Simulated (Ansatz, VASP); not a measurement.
Two plane-wave programs on SiNi

File INCAR:

```
SYSTEM = SiNi
PREC = Accurate ; ENCUT = 520
EDIFF = 1E-7 ; ISMEAR = 0
SIGMA = 0.15 ; LREAL = .FALSE.
LASPH = .TRUE. ; NELM = 80
ALGO = Fast ; ISIF = 2
LWAVE = .FALSE. ; LCHARG = .FALSE.
GGA = PS ; NBANDS = 38
```

File KPOINTS:

```
Automatic mesh
0
G
  8 12 8
  0 0 0
```

POSCAR

```
SiNi
1.0
    5.0878282843      0.0000000000      0.0000000000
    0.0000000000      3.4165324921      0.0000000000
    0.0000000000      0.0000000000      5.5278301702
Si Ni
4 4
Direct
    0.3214276657      0.7500000000      0.0865554855
    0.1785723343      0.2500000000      0.5865554855
    0.8214276657      0.7500000000      0.4134445145
    0.6785723343      0.2500000000      0.9134445145
    0.0093007310      0.2500000000      0.1873863638
    0.4906992690      0.7500000000      0.6873863638
    0.5093007310      0.2500000000      0.3126136362
    0.9906992690      0.7500000000      0.8126136362
```

Input for Ansatz:

```yaml
crystal:
  lattice:
    - [5.0878282843, 0.0, 0.0]
    - [0.0, 3.4165324921, 0.0]
    - [0.0, 0.0, 5.5278301702]
  atoms:
    - { symbol: Si, position: [0.3214276657, 0.75, 0.0865554855] }
    - { symbol: Si, position: [0.1785723343, 0.25, 0.5865554855] }
    - { symbol: Si, position: [0.8214276657, 0.75, 0.4134445145] }
    - { symbol: Si, position: [0.6785723343, 0.25, 0.9134445145] }
    - { symbol: Ni, position: [0.009300731, 0.25, 0.1873863638] }
    - { symbol: Ni, position: [0.490699269, 0.75, 0.6873863638] }
    - { symbol: Ni, position: [0.509300731, 0.25, 0.3126136362] }
    - { symbol: Ni, position: [0.990699269, 0.75, 0.8126136362] }
basis:
  ecutwfc: 420
kpoints:
  mp_grid: { grid: [8, 12, 8] }
hamiltonian:
  xc: pbesol
scf:
  occupations: { method: gaussian, width: 0.15 }
output:
  forces: true
  stress: true
  eigenvalues: true
  write_density: true
  write_potential: true
  elf: true
  volumetric_format: npy
```

Change from the starting cell: strain +0.0175 x Voigt [0, 1, 0, 0, 0, 0], atoms carried along.

Alike in both runs: task single point; functional PBEsol; k mesh 8 × 12 × 8; occupations gaussian, width 0.15 eV; no spin polarisation.

|  | VASP | Ansatz |
| --- | --- | --- |
| version | VASP 6.6.1 | Ansatz 0.2.0 |
| potentials or method | VASP PAW PBE potentials, release 64 (Si, Ni), cutoff 520 eV | scalar-relativistic, plane waves, PAW |
| valence electrons in the cell | 56 | 88 |

|  | VASP | Ansatz | Ansatz less VASP |
| --- | --- | --- | --- |
| gap on the k mesh at the Fermi level (eV) | none | none | - |
| pressure (GPa) | -3.0 | -3.2 | -0.17 |
| traceless stress, the component that is largest in VASP (GPa) | -1.67 | -1.60 | +0.078 |
| rms of the force components (eV/Å) | 0.057 | 0.055 | -0.0019 |

VASP's potentials were made for PBE, not for PBEsol. Atom by atom the forces differ by 0.006 eV/Å (rms over components). A gap of «none» marks a metal or a gap that the smearing closes. VASP's potentials hold 56 valence electrons a cell and Ansatz's 88, so a difference there can come from the potentials and not from the codes.
